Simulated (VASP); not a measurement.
A run of VASP 6.6.1:

Contents of INCAR:

```
SYSTEM = CuSi16
PREC = Accurate
ENCUT = 520
EDIFF = 1E-6
ISMEAR = 0
SIGMA = 0.05
LREAL = Auto
LASPH = .TRUE.
NELM = 60
ALGO = Normal
ISIF = 2
LWAVE = .FALSE.
LCHARG = .FALSE.
GGA = PE
NBANDS = 52
NELECT = 74.0
```

File KPOINTS:

```
regular mesh
0
G
  2 2 2
  0 0 0
```

Contents of POSCAR:

```
CuSi16
1.0
    0.0000000000      5.4300000000      5.4300000000
    5.4300000000      0.0000000000      5.4300000000
    5.4300000000      5.4300000000      0.0000000000
Si Cu
16 1
Direct
   -0.0001537753      0.0096627993     -0.0096412523
    0.1247790055      0.1171000000      0.1305928177
   -0.0071649171      0.0073231123      0.5027770718
    0.1143441068      0.1560124309      0.6149693370
   -0.0031173112      0.4914720074      0.0006856354
    0.1365018416      0.6294552486      0.0974036832
    0.0020695212      0.5274520258      0.4682345304
    0.1216294659      0.6176187845      0.6262725599
    0.4970547882     -0.0094483425      0.0150227440
    0.6272349908      0.1171121547      0.1305602210
    0.4967849908      0.0073803867      0.5027627072
    0.6211208103      0.1138047882      0.6437088398
    0.5108431860      0.4915023020      0.0005558932
    0.6242424494      0.6167984346      0.1345094843
    0.5019250460      0.4884162063      0.5074414365
    0.6342959484      0.6176622468      0.6261038674
    0.2629318600      0.7858813996      0.6881003683
```

Potentials or basis: VASP PAW PBE potentials, release 64 (Si, Cu).

The run is started by

```console
$ cat potpaw_PBE.64/Si/POTCAR potpaw_PBE.64/Cu/POTCAR > POTCAR
$ mpirun -np 1 vasp_std > vasp.out
```

Hardware: 1 thread of Intel(R) Xeon(R) 6975P-C (Granite Rapids), on a shared host.

**Question.** Estimate the wall time of this run.

**Answer.** It took 3.3 min on 1 thread of Intel(R) Xeon(R) 6975P-C (Granite Rapids), with other jobs on the host, peak memory 0.48 GiB. Counts: scf iterations 20, k points 8.
